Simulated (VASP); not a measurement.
# Si3N4 (Fd-3m) in VASP: relaxation of cell and atoms with r2SCAN

Aim: the relaxation of cell and atoms of Si3N4 with r2SCAN.

Program: VASP 6.6.1. These are calculated values, not measurements. Logs are shortened: lines on timing, memory, paths and dates and some standing lists are left out, and cuts for length are marked.

## (1) The cell of the first run

Symmetry: Fd-3m, No. 227, cubic system. The conventional cell has a = 7.789 Å, b = 7.789 Å, c = 7.789 Å, α = 90.00°, β = 90.00°, γ = 90.00°. Within 2.5 Å of Si (site symmetry -3m) lie 6 N at 1.89 Å. Si (site symmetry -43m) has 4 N at 1.79 Å within 2.4 Å. N (site symmetry 3m) has 4 Si at 1.79 to 1.89 Å within 2.4 Å.

## (2) Relaxation of cell and atoms, r2SCAN

POSCAR

```
Si3N4
1.0
    0.0000000000      3.8946186227      3.8946186227
    3.8946186227      0.0000000000      3.8946186227
    3.8946186227      3.8946186227      0.0000000000
Si N
6 8
Direct
    0.1250000000      0.1250000000      0.6250000000
    0.1250000000      0.6250000000      0.1250000000
    0.6250000000      0.1250000000      0.1250000000
    0.1250000000      0.1250000000      0.1250000000
    0.7500000000      0.7500000000      0.7500000000
    0.5000000000      0.5000000000      0.5000000000
    0.3675422916      0.3675422916      0.3675422916
    0.3526268749      0.8824577084      0.8824577084
    0.8824577084      0.8824577084      0.3526268749
    0.8824577084      0.3526268749      0.8824577084
    0.3675422916      0.3675422916      0.8973731251
    0.3675422916      0.8973731251      0.3675422916
    0.8824577084      0.8824577084      0.8824577084
    0.8973731251      0.3675422916      0.3675422916
```

INCAR.step1

```
PREC = Accurate
ENCUT = 600
ISMEAR = 0
SIGMA = 0.02
LREAL = False
LASPH = True
NELM = 80
GGA = PE
ALGO = Normal
EDIFF = 1E-4
LWAVE = True
LCHARG = False
```

INCAR.step2

```
PREC = Accurate
ENCUT = 600
EDIFF = 1E-6
ISMEAR = 0
SIGMA = 0.02
LREAL = False
LASPH = True
NELM = 80
ALGO = Normal
ISIF = 3
LWAVE = False
LCHARG = False
METAGGA = R2SCAN
LMIXTAU = True
IBRION = 2
NSW = 70
EDIFFG = -0.005
ISTART = 1
```

KPOINTS

```
regular mesh
0
Gamma
  6 6 6
```

Potentials or basis: VASP PAW PBE potentials, release 64 (Si, N).

Launch:

```console
$ cat potpaw_PBE.64/Si/POTCAR potpaw_PBE.64/N/POTCAR > POTCAR
$ cp INCAR.step1 INCAR
$ mpirun -np 1 vasp_std > vasp.out
$ cp INCAR.step2 INCAR
$ mpirun -np 1 vasp_std > vasp.out
```

OUTCAR:

```text
PREC = Accurate
   ENCUT = 600
   EDIFF = 1E-6
   ISMEAR = 0
   LREAL = False
   LASPH = True
   NELM = 80
   ISIF = 3
   METAGGA = R2SCAN
   IBRION = 2
   NSW = 70
   EDIFFG = -0.005
   ISTART = 1

 ion  position               nearest neighbor table
   1  0.125  0.125  0.625-   7 1.89  13 1.89  10 1.89  12 1.89   8 1.89  14 1.89   4 2.75   2 2.75
                             3 2.75   4 2.75   2 2.75   3 2.75
   2  0.125  0.625  0.125-   7 1.89  13 1.89  11 1.89   9 1.89   8 1.89  14 1.89   4 2.75   1 2.75
                             1 2.75   3 2.75   4 2.75   3 2.75
   3  0.625  0.125  0.125-   7 1.89  13 1.89  11 1.89   9 1.89  12 1.89  10 1.89   4 2.75   1 2.75
                             2 2.75   1 2.75   2 2.75   4 2.75
   4  0.125  0.125  0.125-   8 1.89   9 1.89  10 1.89  11 1.89  12 1.89  14 1.89   1 2.75   2 2.75
                             3 2.75   1 2.75   2 2.75   3 2.75
   5  0.750  0.750  0.750-   8 1.79   9 1.79  10 1.79  13 1.79
   6  0.500  0.500  0.500-  11 1.79  12 1.79  14 1.79   7 1.79
   7  0.368  0.368  0.368-   6 1.79   2 1.89   3 1.89   1 1.89
   8  0.353  0.882  0.882-   5 1.79   4 1.89   1 1.89   2 1.89
   9  0.882  0.882  0.353-   5 1.79   4 1.89   2 1.89   3 1.89
  10  0.882  0.353  0.882-   5 1.79   4 1.89   1 1.89   3 1.89
  11  0.368  0.368  0.897-   6 1.79   4 1.89   2 1.89   3 1.89
  12  0.368  0.897  0.368-   6 1.79   4 1.89   1 1.89   3 1.89
  13  0.882  0.882  0.882-   5 1.79   2 1.89   3 1.89   1 1.89
  14  0.897  0.368  0.368-   6 1.79   4 1.89   1 1.89   2 1.89

  LATTYP: Found a face centered cubic cell.
 ALAT       =     7.7892372454

  Lattice vectors:

 A1 = (   0.0000000000,   3.8946186227,   3.8946186227)
 A2 = (   3.8946186227,   0.0000000000,   3.8946186227)
 A3 = (   3.8946186227,   3.8946186227,   0.0000000000)

Analysis of symmetry for initial positions (statically):
=====================================================================
 Subroutine PRICEL returns:
 Original cell was already a primitive cell.

 Routine SETGRP: Setting up the symmetry group for a
 face centered cubic supercell.

 Subroutine GETGRP returns: Found 48 space group operations
 (whereof 24 operations were pure point group operations)
 out of a pool of 48 trial point group operations.

The static configuration has the point symmetry T_d .
 The point group associated with its full space group is O_h .

Analysis of symmetry for dynamics (positions and initial velocities):
=====================================================================
 Subroutine PRICEL returns:
 Original cell was already a primitive cell.

 Routine SETGRP: Setting up the symmetry group for a
 face centered cubic supercell.

 Subroutine GETGRP returns: Found 48 space group operations
 (whereof 24 operations were pure point group operations)
[... 113 lines left out ...]
   LNONCOLLINEAR =      F non collinear calculations
   LSORBIT =      F    spin-orbit coupling
   LASPH  =      T    aspherical Exc in radial PAW
   ENCUT  =  600.0 eV  44.10 Ry    6.64 a.u.  11.00 11.00 11.00*2*pi/ulx,y,z
   NELM   =     80;   NELMIN=  2; NELMDL=  0     # of ELM steps
   EDIFF  = 0.1E-05   stopping-criterion for ELM
   LREAL  =      F    real-space projection
   EDIFFG = -.5E-02   stopping-criterion for IOM
   NSW    =     70    number of steps for IOM
   IBRION =      2    ionic relax: 0-MD 1-quasi-New 2-CG
   NFREE  =      1    steps in history (QN), initial steepest desc. (CG)
   ISIF   =      3    stress and relaxation
   ISYM   =      2    0-nonsym 1-usesym 2-fastsym
   POTIM  = 0.5000    time-step for ionic-motion
   TEBEG  =    0.0;   TEEND  =   0.0 temperature during run
   PSTRESS=    0.0 pullay stress
   NELECT =      64.0000    total number of electrons
   NUPDOWN=      -1.0000    fix difference up-down
   EMIN   =  10.00;   EMAX   =-10.00  energy-range for DOS
   EFERMI =   0.00;   METHOD = LEGACY
   ISMEAR =     0;   SIGMA  =   0.02  broadening in eV -4-tet -1-fermi 0-gaus
   EFERMI_NEDOS =   21; number of points for ismear=-14 and -15
   IALGO  =     38    algorithm
   IMIX   =      4    mixing-type and parameters
     AMIX     =   0.40;   BMIX     =  1.00
     AMIX_MAG =   1.60;   BMIX_MAG =  1.00
  volume/ion in A,a.u.               =       8.44        56.95
  Fermi-wavevector in a.u.,A,eV,Ry     =   1.334525  2.521886 24.231373  1.780956
  Thomas-Fermi vector in A             =   2.463299
   LORBIT       =      0    0 simple, 1 ext, 2 COOP (PROOUT), +10 PAW based schemes
   METAGGA = R2SCAN    functional components
   LHFCALC =     F    Hartree Fock is set to
   AEXX    =    0.0000 exact exchange contribution
   IVDW    =     0    specifies the selected vdW correction
   LEPSILON=     F    determine dielectric tensor
   LRPA    =     F    only Hartree local field effects (RPA)
 conjugate gradient relaxation of ions
 non-spin polarized calculation
 Gauss-broadening in eV      SIGMA  =   0.02
  energy-cutoff  :      600.00
  volume of cell :      118.15
 maximum number of plane-waves:      3984
 NGX is ok and might be reduce to    48
   NGX = 21   NGY = 21   NGZ = 21

--------------------------------------- Ionic step        1  -------------------------------------------

 number of electron      63.9999997 magnetization

 Free energy of the ion-electron system (eV)
  ---------------------------------------------------
  ext. energy  EPLUGINS =         0.00000000
  ---------------------------------------------------
  free energy    TOTEN  =      -141.77875374 eV

  energy without entropy =     -141.77875374  energy(sigma->0) =     -141.77875374

------------------------ aborting loop because EDIFF is reached ----------------------------------------

  FORCE on cell =-STRESS in cart. coord.  units (eV):
  Direction    XX          YY          ZZ          XY          YZ          ZX
  --------------------------------------------------------------------------------------
  -------------------------------------------------------------------------------------
  Total       -5.0034968     -5.0034968     -5.0034968      0.0000000      0.0000000     -0.0000000
  in kB      -67.8514921    -67.8514921    -67.8514921      0.0000000      0.0000000     -0.0000000
  external PRESSURE =     -67.8514921 kB  Pullay stress =       0.0000000 kB
[... 227 lines left out ...]
--------------------------------------- Ionic step        6  -------------------------------------------

 number of electron      64.0000000 magnetization

 Free energy of the ion-electron system (eV)
  ---------------------------------------------------
  ext. energy  EPLUGINS =         0.00000000
  ---------------------------------------------------
  free energy    TOTEN  =      -141.83389160 eV

  energy without entropy =     -141.83389160  energy(sigma->0) =     -141.83389160

 E-fermi :   9.2802     XC(G=0): -12.9447

 val. band max:        9.1688456177   @ k =  -0.1667   0.1667   0.0000
 cond. band min:      13.1938757429   @ k =   0.0000   0.0000   0.0000
 fundamental gap:      4.0250301252
 Fermi energy:         9.2801701294

 k-point     1 :       0.0000    0.0000    0.0000
  band No.  band energies     occupation
      1     -10.7014      2.00000
      2      -7.3288      2.00000
      3      -6.4021      2.00000
      4      -6.4021      2.00000
      5      -6.4021      2.00000
      6      -5.3866      2.00000
[... 718 lines left out ...]
  FREE ENERGIE OF THE ION-ELECTRON SYSTEM (eV)
  ---------------------------------------------------
  free  energy   TOTEN  =      -141.8338916045 eV

  energy  without entropy=     -141.8338916045  energy(sigma->0) =     -141.83389160

 reached required accuracy - stopping structural energy minimisation
```

OSZICAR.step1:

```text
N       E                     dE             d eps       ncg     rms          rms(c)
DAV:   1     0.311830175863E+03    0.31183E+03   -0.36083E+04  1280   0.171E+03
DAV:   2    -0.103929189366E+03   -0.41576E+03   -0.39813E+03  1664   0.340E+02
DAV:   3    -0.125117113171E+03   -0.21188E+02   -0.21028E+02  1544   0.876E+01
DAV:   4    -0.125448472895E+03   -0.33136E+00   -0.32977E+00  1544   0.112E+01
DAV:   5    -0.125456220035E+03   -0.77471E-02   -0.77436E-02  1488   0.151E+00    0.261E+01
DAV:   6    -0.112574804110E+03    0.12881E+02   -0.49719E+01  1480   0.319E+01    0.117E+01
DAV:   7    -0.112514333484E+03    0.60471E-01   -0.23651E+00  1680   0.830E+00    0.559E+00
DAV:   8    -0.112495191933E+03    0.19142E-01   -0.10915E-01  1472   0.186E+00    0.181E+00
DAV:   9    -0.112496266032E+03   -0.10741E-02   -0.19360E-02  1528   0.814E-01    0.297E-01
DAV:  10    -0.112496965656E+03   -0.69962E-03   -0.12300E-03  1480   0.192E-01    0.108E-01
DAV:  11    -0.112497058889E+03   -0.93233E-04   -0.41647E-04  1456   0.109E-01
   1 F= -.11249706E+03 E0= -.11249706E+03  d E =-.224239E-12
```

It took 14 min on 1 thread of Intel Xeon 6975P-C (Granite Rapids), shared host; peak memory 0.39 GiB.

Results:

```
Free energy                           : -141.8339 eV
Relaxed volume                        : 8.25 Å³/atom
Relaxed cell                          : a = 5.467 Å, b = 5.467 Å, c = 5.467 Å, α = 60.00°, β = 60.00°, γ = 60.00°
Space group after relaxing (to 0.1 Å) : Fd-3m (No. 227)
Energy gained by relaxing             : 3.9 meV/atom
Ionic steps                           : 6
Pressure after relaxing               : 0.1 GPa
Band gap on the k mesh                : 4.03 eV (least direct gap 4.05 eV)
```

Forces on the atoms (eV/Å):
```
Si   0.000  0.000  0.000
Si   0.000  0.000  0.000
Si   0.000  0.000  0.000
Si   0.000  0.000  0.000
Si   0.000  0.000  0.000
Si   0.000  0.000  0.000
N    0.001  0.001  0.001
N   -0.001  0.001  0.001
N    0.001  0.001 -0.001
N    0.001 -0.001  0.001
N   -0.001 -0.001  0.001
N   -0.001  0.001 -0.001
N   -0.001 -0.001 -0.001
N    0.001 -0.001 -0.001
```

The path:
```
step  energy change (eV)  largest force (eV/Å)  pressure (GPa)  volume (Å³)
   1              0.0000                0.0450           -6.79       118.15
   2              0.0585                0.2699           10.55       112.14
   3             -0.0546                0.0781           -0.11       115.64
   4             -0.0546                0.0806            0.03       115.59
   5             -0.0545                0.0856            0.12       115.51
   6             -0.0551                0.0024            0.07       115.55
```

Final structure:
```xyz
14
Lattice="0.0000 3.8659 3.8659 3.8659 0.0000 3.8659 3.8659 3.8659 0.0000" Properties=species:S:1:pos:R:3 pbc="T T T"
Si    2.8994    2.8994    0.9665
Si    2.8994    0.9665    2.8994
Si    0.9665    2.8994    2.8994
Si    0.9665    0.9665    0.9665
Si    5.7989    5.7989    5.7989
Si    3.8659    3.8659    3.8659
N     2.8422    2.8422    2.8422
N     6.8226    4.7751    4.7751
N     4.7751    4.7751    6.8226
N     4.7751    6.8226    4.7751
N     4.8896    4.8896    2.8422
N     4.8896    2.8422    4.8896
N     6.8226    6.8226    6.8226
N     2.8422    4.8896    4.8896
```

Levels at points of the mesh, in eV from the valence-band top:
```tsv
k point	band 28	band 29	band 30	band 31	band 32	band 33	band 34	band 35	band 36	band 37
(0.00, 0.00, 0.00)	-0.20	-0.20	-0.02	-0.02	-0.02	4.03	4.03	4.03	5.75	7.00
(0.50, 0.00, 0.00)	-0.89	-0.49	-0.49	-0.38	-0.38	5.67	6.48	6.48	7.16	7.65
(0.50, 0.50, 0.00)	-1.75	-1.16	-1.16	-0.49	-0.49	7.43	7.43	7.74	7.74	8.71
```

Caveat: the PAW data sets were made with another functional, which shifts forces and pressure a little.
